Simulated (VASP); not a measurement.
# MgGeSb2 (P-4m2) in VASP: further runs, part 2 of 3

VASP 6.6.1.

## (3) Single point, PBE

This run uses another cell than the first one, of 32.47 Å³/atom.

INCAR reads:

```
SYSTEM = MgGeSb2
ALGO = Normal ; EDIFF = 1E-6
ENCUT = 520 ; GGA = PE
ISIF = 2 ; ISMEAR = -1
LASPH = .True. ; LCHARG = .False.
LREAL = .False. ; LWAVE = .False.
NBANDS = 21 ; NELM = 80
PREC = Accurate ; SIGMA = 0.02
```

KPOINTS reads:

```
k-points
0
Gamma
  6 6 4
  0 0 0
```

POSCAR reads:

```
MgGeSb2
1.0
    4.4660198431      0.0000000000      0.0000000000
    0.0000000000      4.4660198431      0.0000000000
    0.0000000000      0.0000000000      6.5110128168
Mg Sb Ge
1 2 1
Direct
    0.0000000000      0.0000000000      0.0000000000
    0.0000000000      0.5000000000      0.2589925260
    0.5000000000      0.0000000000      0.7410074740
    0.5000000000      0.5000000000      0.5000000000
```

Potentials or basis: VASP PAW PBE potentials, release 64 (Mg, Sb, Ge_d).

Started as:

```console
$ cat potpaw_PBE.64/Mg/POTCAR potpaw_PBE.64/Sb/POTCAR potpaw_PBE.64/Ge_d/POTCAR > POTCAR
$ mpirun -np 1 vasp_std > vasp.out
```

OUTCAR:

```text
SYSTEM = MgGeSb2
   EDIFF = 1E-6
   ENCUT = 520
   GGA = PE
   ISIF = 2
   ISMEAR = -1
   LASPH = .True.
   LREAL = .False.
   NELM = 80
   PREC = Accurate

 ion  position               nearest neighbor table
   1  0.000  0.000  0.000-   2 2.80   3 2.80   2 2.80   3 2.80
   2  0.000  0.500  0.259-   4 2.73   4 2.73   1 2.80   1 2.80
   3  0.500  0.000  0.741-   4 2.73   4 2.73   1 2.80   1 2.80
   4  0.500  0.500  0.500-   2 2.73   3 2.73   3 2.73   2 2.73

  LATTYP: Found a simple tetragonal cell.
 ALAT       =     4.4660198431
 C/A-ratio  =     1.4579005570

  Lattice vectors:

 A1 = (   4.4660198431,   0.0000000000,   0.0000000000)
 A2 = (   0.0000000000,   4.4660198431,   0.0000000000)
 A3 = (   0.0000000000,   0.0000000000,   6.5110128168)

Analysis of symmetry for initial positions (statically):
=====================================================================
 Subroutine PRICEL returns:
 Original cell was already a primitive cell.

 Routine SETGRP: Setting up the symmetry group for a
 simple tetragonal supercell.

 Subroutine GETGRP returns: Found  8 space group operations
 (whereof  8 operations were pure point group operations)
 out of a pool of 16 trial point group operations.

The static configuration has the point symmetry D_2d.

Analysis of symmetry for dynamics (positions and initial velocities):
=====================================================================
 Subroutine PRICEL returns:
 Original cell was already a primitive cell.

 Routine SETGRP: Setting up the symmetry group for a
 simple tetragonal supercell.

 Subroutine GETGRP returns: Found  8 space group operations
 (whereof  8 operations were pure point group operations)
 out of a pool of 16 trial point group operations.

The dynamic configuration has the point symmetry D_2d.

 Subroutine INISYM returns: Found  8 space group operations
 (whereof  8 operations are pure point group operations),
 and found     1 'primitive' translations

----------------------------------------------------------------------------------------

                                     Primitive cell

  volume of cell :     129.8643

  direct lattice vectors                    reciprocal lattice vectors
     4.466019843  0.000000000  0.000000000     0.223913022  0.000000000  0.000000000
     0.000000000  4.466019843  0.000000000     0.000000000  0.223913022  0.000000000
     0.000000000  0.000000000  6.511012817     0.000000000  0.000000000  0.153585936

  length of vectors
     4.466019843  4.466019843  6.511012817     0.223913022  0.223913022  0.153585936

  position of ions in fractional coordinates (direct lattice)
     0.000000000  0.000000000  0.000000000
     0.000000000  0.500000000  0.258992526
     0.500000000  0.000000000  0.741007474
     0.500000000  0.500000000  0.500000000

  ion indices of the primitive-cell ions
   primitive index   ion index
                 1           1
                 2           2
                 3           3
                 4           4

----------------------------------------------------------------------------------------

 KPOINTS: k-points

Automatic generation of k-mesh.
 Grid dimensions read from file:
 generate k-points for:    6    6    4

 Generating k-lattice:

  Cartesian coordinates                     Fractional coordinates (reciprocal lattice)
     0.037318837  0.000000000  0.000000000     0.166666667  0.000000000  0.000000000
     0.000000000  0.037318837  0.000000000     0.000000000  0.166666667  0.000000000
     0.000000000  0.000000000  0.038396484     0.000000000  0.000000000  0.250000000

  Length of vectors
     0.037318837  0.037318837  0.038396484

  Shift w.r.t. Gamma in fractional coordinates (k-lattice)
     0.000000000  0.000000000  0.000000000

 Subroutine IBZKPT returns following result:
 ===========================================

 Found     30 irreducible k-points:

 Following reciprocal coordinates:
            Coordinates               Weight
  0.000000  0.000000  0.000000      1.000000
  0.166667  0.000000  0.000000      4.000000
  0.333333  0.000000  0.000000      4.000000
  0.500000  0.000000  0.000000      2.000000
  0.166667  0.166667  0.000000      4.000000
  0.333333  0.166667  0.000000      8.000000
[... 16 lines left out ...]
  0.333333  0.000000  0.500000      4.000000
  0.500000  0.000000  0.500000      2.000000
 [... further k-points ...]
   k-points           NKPTS =     30   k-points in BZ     NKDIM =     30   number of bands    NBANDS=     21
   number of dos      NEDOS =    301   number of ions     NIONS =      4
   total plane-waves  NPLWV =  62208
   dimension x,y,z NGX =    36 NGY =   36 NGZ =   48
   dimension x,y,z NGXF=    72 NGYF=   72 NGZF=   96
   ions per type =               1   2   1
   NGX,Y,Z   is equivalent  to a cutoff of  13.40, 13.40, 12.26 a.u.
   NGXF,Y,Z  is equivalent  to a cutoff of  26.80, 26.80, 24.51 a.u.
 SYSTEM =  MgGeSb2
   PREC   = accura    normal or accurate (medium, high low for compatibility)
   ISTART =      0    job   : 0-new  1-cont  2-samecut
   ICHARG =      2    charge: 1-file 2-atom 10-const
   ISPIN  =      1    spin polarized calculation?
   LNONCOLLINEAR =      F non collinear calculations
   LSORBIT =      F    spin-orbit coupling
   LASPH  =      T    aspherical Exc in radial PAW
   ENCUT  =  520.0 eV  38.22 Ry    6.18 a.u.   8.30  8.30 12.11*2*pi/ulx,y,z
   NELM   =     80;   NELMIN=  2; NELMDL= -5     # of ELM steps
   EDIFF  = 0.1E-05   stopping-criterion for ELM
   LREAL  =      F    real-space projection
   EDIFFG = 0.1E-04   stopping-criterion for IOM
   NSW    =      0    number of steps for IOM
   IBRION =     -1    ionic relax: 0-MD 1-quasi-New 2-CG
   NFREE  =      0    steps in history (QN), initial steepest desc. (CG)
   ISIF   =      2    stress and relaxation
   ISYM   =      2    0-nonsym 1-usesym 2-fastsym
   POTIM  = 0.5000    time-step for ionic-motion
   TEBEG  =    0.0;   TEEND  =   0.0 temperature during run
   PSTRESS=    0.0 pullay stress
   NELECT =      26.0000    total number of electrons
   NUPDOWN=      -1.0000    fix difference up-down
   EMIN   =  10.00;   EMAX   =-10.00  energy-range for DOS
   EFERMI =   0.00;   METHOD = LEGACY
   ISMEAR =    -1;   SIGMA  =   0.02  broadening in eV -4-tet -1-fermi 0-gaus
   EFERMI_NEDOS =   21; number of points for ismear=-14 and -15
   IALGO  =     38    algorithm
   IMIX   =      4    mixing-type and parameters
     AMIX     =   0.40;   BMIX     =  1.00
     AMIX_MAG =   1.60;   BMIX_MAG =  1.00
  volume/ion in A,a.u.               =      32.47       219.09
  Fermi-wavevector in a.u.,A,eV,Ry     =   0.957714  1.809818 12.479492  0.917217
  Thomas-Fermi vector in A             =   2.086757
   LORBIT       =      0    0 simple, 1 ext, 2 COOP (PROOUT), +10 PAW based schemes
   GGA     = PE    functional components
   LHFCALC =     F    Hartree Fock is set to
   AEXX    =    0.0000 exact exchange contribution
   IVDW    =     0    specifies the selected vdW correction
   LEPSILON=     F    determine dielectric tensor
   LRPA    =     F    only Hartree local field effects (RPA)
 non-spin polarized calculation
  energy-cutoff  :      520.00
  volume of cell :      129.86
 maximum number of plane-waves:      3528
 NGX is ok and might be reduce to    36
   NGX = 17   NGY = 17   NGZ = 25

 number of electron      25.9999986 magnetization

 Free energy of the ion-electron system (eV)
  ---------------------------------------------------
  ext. energy  EPLUGINS =         0.00000000
  ---------------------------------------------------
  free energy    TOTEN  =       -14.39566399 eV

  energy without entropy =      -14.39406770  energy(sigma->0) =      -14.39486585

 E-fermi :   3.6406     XC(G=0):  -8.3325

 val. band max:        3.6367995718   @ k =   0.1667   0.0000   0.0000
 cond. band min:       3.6749956120   @ k =   0.0000   0.0000   0.0000
 fundamental gap:      0.0381960402
 Fermi energy:         3.6406017699

 k-point     1 :       0.0000    0.0000    0.0000
  band No.  band energies     occupation
      1     -21.3266      2.00000
      2     -21.3266      2.00000
      3     -21.3241      2.00000
      4     -21.3191      2.00000
      5     -21.3075      2.00000
      6      -7.5400      2.00000
[... 550 lines left out ...]
      5     -21.3079      2.00000
      6      -6.6426      2.00000
[... 13 lines left out ...]
     20       9.8787      0.00000
     21      10.0421      0.00000

 [... further k-points ...]

------------------------ aborting loop because EDIFF is reached ----------------------------------------

  FORCE on cell =-STRESS in cart. coord.  units (eV):
  Direction    XX          YY          ZZ          XY          YZ          ZX
  --------------------------------------------------------------------------------------
  -------------------------------------------------------------------------------------
  Total        0.0250973      0.0250973      0.0561146      0.0000000      0.0000000     -0.0000000
  in kB        0.3096332      0.3096332      0.6923037      0.0000000      0.0000000     -0.0000000
  external PRESSURE =       0.4371900 kB  Pullay stress =       0.0000000 kB

 VOLUME and BASIS-vectors are now :
 -----------------------------------------------------------------------------
  energy-cutoff  :      520.00
  volume of cell :      129.86
      direct lattice vectors                 reciprocal lattice vectors
     4.466019843  0.000000000  0.000000000     0.223913022  0.000000000  0.000000000
     0.000000000  4.466019843  0.000000000     0.000000000  0.223913022  0.000000000
     0.000000000  0.000000000  6.511012817     0.000000000  0.000000000  0.153585936

 POSITION                                       TOTAL-FORCE (eV/Angst)
 -----------------------------------------------------------------------------------
      0.00000      0.00000      0.00000         0.000000      0.000000      0.000000
      0.00000      2.23301      1.68630         0.000000      0.000000     -0.010696
      2.23301      0.00000      4.82471         0.000000      0.000000      0.010696
      2.23301      2.23301      3.25551         0.000000      0.000000      0.000000
 -----------------------------------------------------------------------------------
    total drift:                                0.000000      0.000000      0.000000

  FREE ENERGIE OF THE ION-ELECTRON SYSTEM (eV)
  ---------------------------------------------------
  free  energy   TOTEN  =       -14.3956639940 eV

  energy  without entropy=      -14.3940677018  energy(sigma->0) =      -14.39486585
```

OSZICAR:

```text
N       E                     dE             d eps       ncg     rms          rms(c)
DAV:   1     0.171156464206E+03    0.17116E+03   -0.11447E+04  1428   0.158E+03
DAV:   2     0.880947615257E+01   -0.16235E+03   -0.15600E+03  1384   0.415E+02
DAV:   3    -0.136655629401E+02   -0.22475E+02   -0.22296E+02  1514   0.108E+02
DAV:   4    -0.145282189860E+02   -0.86266E+00   -0.86186E+00  1504   0.236E+01
DAV:   5    -0.145494186579E+02   -0.21200E-01   -0.21199E-01  1478   0.410E+00    0.401E+00
DAV:   6    -0.144298780230E+02    0.11954E+00   -0.12597E-01  1501   0.234E+00    0.243E+00
DAV:   7    -0.143935822354E+02    0.36296E-01   -0.15724E-01  1425   0.175E+00    0.455E-01
DAV:   8    -0.143948845705E+02   -0.13023E-02   -0.10913E-02  1428   0.840E-01    0.187E-01
DAV:   9    -0.143954970380E+02   -0.61247E-03   -0.17722E-03  1448   0.302E-01    0.445E-02
DAV:  10    -0.143955894173E+02   -0.92379E-04   -0.17927E-04  1492   0.101E-01    0.282E-02
DAV:  11    -0.143956557593E+02   -0.66342E-04   -0.87888E-05  1415   0.597E-02    0.997E-03
DAV:  12    -0.143956620915E+02   -0.63322E-05   -0.19474E-05  1642   0.449E-02    0.649E-03
DAV:  13    -0.143956638239E+02   -0.17324E-05   -0.54072E-06  1370   0.135E-02    0.920E-04
DAV:  14    -0.143956639940E+02   -0.17009E-06   -0.25175E-07  1007   0.307E-03
   1 F= -.14395664E+02 E0= -.14394866E+02  d E =-.159629E-02
```

stdout:

```text
POSCAR found type information on POSCAR MgSbGe
 POSCAR found :  3 types and       4 ions
 scaLAPACK will be used
 LDA part: xc-table for (Slater+PW92), standard interpolation
 POSCAR, INCAR and KPOINTS ok, starting setup
 FFT: planning ... GRIDC
 FFT: planning ... GRID_SOFT
 FFT: planning ... GRID
 WAVECAR not read
 entering main loop
```

Run time: 29 s. Hardware: 1 thread of Intel Xeon 6975P-C (Granite Rapids), shared host; peak memory 0.29 GiB.

What came out:

| Quantity | Value |
| --- | --- |
| Free energy | -14.3957 eV |
| Pressure | 0.0 GPa |
| Largest force | 0.011 eV/Å |
| Band gap on the k mesh | zero (bands 13 and 14 overlap by 0.26 eV) |

Forces in eV/Å, atoms in the order of the input:
```
Mg   0.000  0.000  0.000
Sb   0.000  0.000 -0.011
Sb   0.000  0.000  0.011
Ge   0.000  0.000  0.000
```

Caveat: spin-orbit coupling is left out, which moves the levels of the heavy elements.

## (4) Single point, PBE (33.44 Å³/atom)

This run uses another cell than the first one, of 33.44 Å³/atom.

INCAR reads:

```
ALGO = Normal ; EDIFF = 1E-7
ENCUT = 520 ; GGA = PE
ISIF = 2 ; ISMEAR = -1
LASPH = T ; LCHARG = F
LREAL = F ; LWAVE = F
NBANDS = 21 ; NELM = 80
PREC = Accurate ; SIGMA = 0.02
```

KPOINTS reads:

```
k-points
0
Gamma
  6 6 4
```

POSCAR reads:

```
MgGeSb2
1.0
    4.5102407372      0.0000000000      0.0000000000
    0.0000000000      4.5102407372      0.0000000000
    0.0000000000      0.0000000000      6.5754824830
Mg Sb Ge
1 2 1
Direct
    0.0000000000      0.0000000000      0.0000000000
    0.0000000000      0.5000000000      0.2589925260
    0.5000000000      0.0000000000      0.7410074740
    0.5000000000      0.5000000000      0.5000000000
```

Started as:

```console
$ cat potpaw_PBE.64/Mg/POTCAR potpaw_PBE.64/Sb/POTCAR potpaw_PBE.64/Ge_d/POTCAR > POTCAR
$ mpirun -np 1 vasp_std > vasp.out
```

Wall time 37 s (1 thread of Intel Xeon 6975P-C (Granite Rapids), shared host); peak memory 0.29 GiB.

It converged, with:

```
Free energy            : -14.3835 eV
Pressure               : -1.0 GPa
Largest force          : 0.020 eV/Å
Band gap on the k mesh : zero (bands 13 and 14 overlap by 0.25 eV)
```

Forces on the atoms (eV/Å):
```
Mg   0.000  0.000  0.000
Sb   0.000  0.000  0.020
Sb   0.000  0.000 -0.020
Ge   0.000  0.000  0.000
```

Levels at points of the mesh, in eV from the Fermi level:
```
           k point  band 11  band 12  band 13  band 14  band 15  band 16
(0.00, 0.00, 0.00)    -0.88    -0.43     0.04     0.04     0.87     2.62
(0.50, 0.00, 0.00)    -2.78    -1.91    -0.25     0.59     3.26     3.30
(0.50, 0.50, 0.00)    -2.33    -2.33    -1.32     0.25     1.36     1.36
(0.00, 0.00, 0.50)    -2.24    -0.58    -0.58     0.54     0.81     3.26
(0.50, 0.00, 0.50)    -1.65    -0.86    -0.56    -0.21     2.14     2.85
(0.50, 0.50, 0.50)    -2.66    -2.66    -2.21     2.10     3.49     3.49
```

Caveat: spin-orbit coupling is left out, which moves the levels of the heavy elements.

(Part 2 of 3 ends here.)
